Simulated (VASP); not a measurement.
Wanted: the native input for a VASP 6.6.1 run.

| Quantity | Value |
| --- | --- |
| Task | single point |
| Functional | PBE |
| Potentials or basis | VASP PAW PBE potentials, release 64 (N) |
| Cutoff | 600 eV |
| k mesh | 20 × 20 × 20 |
| Occupations | gaussian, width 0.1 eV |
| Spin | no spin polarisation |
| Dipole correction | no |
| Further INCAR settings | ALGO = Normal; EDIFF = 1e-06; NBANDS = 8 |

The structure of N lies in POSCAR:

```
N
1.0
    0.0000000000      1.5739148934      1.5739148934
    1.5739148934      0.0000000000      1.5739148934
    1.5739148934      1.5739148934      0.0000000000
N
1
Direct
    0.0000000000      0.0000000000      0.0000000000
```

This cell differs from its parent crystal: strained.

The input as run:

INCAR

```
PREC     = Accurate       # precision mode
ENCUT    = 600            # plane-wave cutoff, eV
EDIFF    = 1E-6           # SCF threshold, eV
ISMEAR   = 0              # smearing method
SIGMA    = 0.1            # smearing width, eV
LREAL    = F              # projectors in reciprocal space
LASPH    = T              # aspherical terms in the spheres
NELM     = 120            # most SCF steps
ALGO     = Normal         # electronic algorithm
ISIF     = 2              # what is computed and relaxed
LWAVE    = F              # write WAVECAR
LCHARG   = F              # write CHGCAR
GGA      = PE             # functional
NBANDS   = 8              # bands
GGA_COMPAT= F
```

KPOINTS

```
Automatic mesh
0
Gamma
  20 20 20
```

Potentials or basis: VASP PAW PBE potentials, release 64 (N).

The run is started by

```console
$ cat potpaw_PBE.64/N/POTCAR > POTCAR
$ mpirun -np 1 vasp_std > vasp.out
```

It gave:

* Pressure: -4.7 GPa

Caveat: the cell differs from its parent crystal (strained).

It took 7.4 s on 1 thread of Intel(R) Xeon(R) Platinum 8559C (Emerald Rapids), on a shared host, peak memory 0.12 GiB.
